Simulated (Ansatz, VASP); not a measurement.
**ZrN: VASP beside Ansatz**

```
Zr N
1.0
     0.00000    2.26890    2.26890
     2.26890    0.00000    2.26890
     2.26890    2.26890    0.00000
Zr N
1 1
Direct
  0.00000 0.00000 0.00000
  0.50000 0.50000 0.50000
```

Change from the starting cell: volume scaled by 0.98, crystal datasets.

Alike in both runs: task electric field gradients; functional PBE; k mesh 9 × 9 × 9; occupations fermi-dirac, width 0.01 eV; no spin polarisation.

|  | VASP | Ansatz |
| --- | --- | --- |
| version | VASP 6.6.1 | Ansatz 0.2.0 |
| potentials or method | VASP PAW PBE potentials, release 64 (Zr_sv, N), cutoff 520 eV | all-electron PAW with datasets made for the crystal, scalar-relativistic |

|  | VASP | Ansatz | Ansatz less VASP |
| --- | --- | --- | --- |
| pressure (GPa) | 10.4 | 10.1 | -0.24 |

Ansatz ran all-electron here, and VASP with PAW potentials.
